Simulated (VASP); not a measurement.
CdPtC6N6, 14 atoms in the cell. The structure is cubic, space group Fm-3m (No. 225). Conventional cell: a = 10.929 Å, b = 10.929 Å, c = 10.929 Å, α = 90.00°, β = 90.00°, γ = 90.00°. Cd (site symmetry m-3m) has 6 N at 2.30 Å within 3.0 Å. Within 2.7 Å of Pt (site symmetry m-3m) lie 6 C at 2.00 Å. Within 1.6 Å of C (site symmetry 4mm) lie 1 N at 1.16 Å. Within 1.6 Å of N (site symmetry 4mm) lie 1 C at 1.16 Å. 

* Program: VASP 6.6.1
* Task: electric field gradients
* Functional: LDA
* Potentials or basis: VASP PAW LDA potentials, release 64 (Cd, Pt, C, N)
* Cutoff: 520 eV
* k mesh: 5 × 5 × 5
* Occupations: fermi-dirac, width 0.05 eV
* Spin: no spin polarisation
* Dipole correction: no
* Further INCAR settings: ALGO = Normal; EDIFF = 1e-08; NBANDS = 51

Potentials or basis: VASP PAW LDA potentials, release 64 (Cd, Pt, C, N).

Command:

```console
$ cat potpaw_LDA.64/Cd/POTCAR potpaw_LDA.64/Pt/POTCAR potpaw_LDA.64/C/POTCAR potpaw_LDA.64/N/POTCAR > POTCAR
$ mpirun -np 1 vasp_std > vasp.out
```

Hardware: 1 thread of AMD EPYC 7R43 64-Core Processor (Zen 3), with other jobs on the host.

How long does it take, and how much memory?

It took 6.2 min on 1 thread of AMD EPYC 7R43 64-Core Processor (Zen 3) (shared host), peak memory 0.44 GiB. Counts: scf iterations 20, k points 10.
